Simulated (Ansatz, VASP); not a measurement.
## One calculation of NiO, two programs

The input INCAR:

```
SYSTEM = NiO
PREC = Accurate ; ENCUT = 520
EDIFF = 1E-6 ; ISMEAR = -1
SIGMA = 0.1 ; LREAL = .False.
LASPH = .True. ; NELM = 150
ALGO = Normal ; ISIF = 2
LWAVE = .False. ; LCHARG = .True.
MAGMOM = 0.866 0.866 0.866 0 0 0 ; LORBIT = 11
LSORBIT = .True. ; GGA_COMPAT = .False.
LORBMOM = .True. ; LMAXMIX = 4
GGA = PS ; LVHAR = .True.
NBANDS = 28
```

Contents of KPOINTS:

```
Automatic mesh
0
Gamma
  6 6 6
  0 0 0
```

File POSCAR:

```
NiO
1.0
    0.0000000000      2.0859000000      2.0859000000
    2.0859000000      0.0000000000      2.0859000000
    2.0859000000      2.0859000000      0.0000000000
Ni O
1 1
Direct
    0.0000000000      0.0000000000      0.0000000000
    0.5000000000      0.5000000000      0.5000000000
```

Input for Ansatz:

```yaml
crystal:
  lattice:
    - [0.0, 2.0859, 2.0859]
    - [2.0859, 0.0, 2.0859]
    - [2.0859, 2.0859, 0.0]
  atoms:
    - { symbol: Ni, position: [0.0, 0.0, 0.0], spin: 1.5, spin_axis: [1.0, 1.0, 1.0] }
    - { symbol: O, position: [0.5, 0.5, 0.5] }
basis:
  ecutwfc: 420.0
kpoints:
  mp_grid:
    grid: [6, 6, 6]
hamiltonian:
  xc: pbesol
magnetization:
  noncollinear: true
  spin_orbit: true
scf:
  occupations:
    method: fermi_dirac
    width: 0.1
```

Alike in both runs: task single point; functional PBEsol; k mesh 6 × 6 × 6; occupations fermi-dirac, width 0.1 eV; non-collinear spin, spin-orbit coupling.

```csv
,VASP,Ansatz
version,VASP 6.6.1,Ansatz 0.2.0
potentials or method,"VASP PAW PBE potentials, release 64 (Ni, O), cutoff 520 eV","plane waves, PAW"
valence electrons in the cell,16,24
```

|  | VASP | Ansatz | Ansatz less VASP |
| --- | --- | --- | --- |
| net moment per atom (μB) | 0.79 | 0.00 | -0.795 |

The net moments are unlike, so the other rows may belong to different states. VASP's potentials were made for PBE, not for PBEsol. VASP's potentials hold 16 valence electrons a cell and Ansatz's 24, so a difference there can come from the potentials and not from the codes. Ansatz's warnings: seeded moment not kept.

The k mesh is coarse, so the values compare programs but aren't converged.
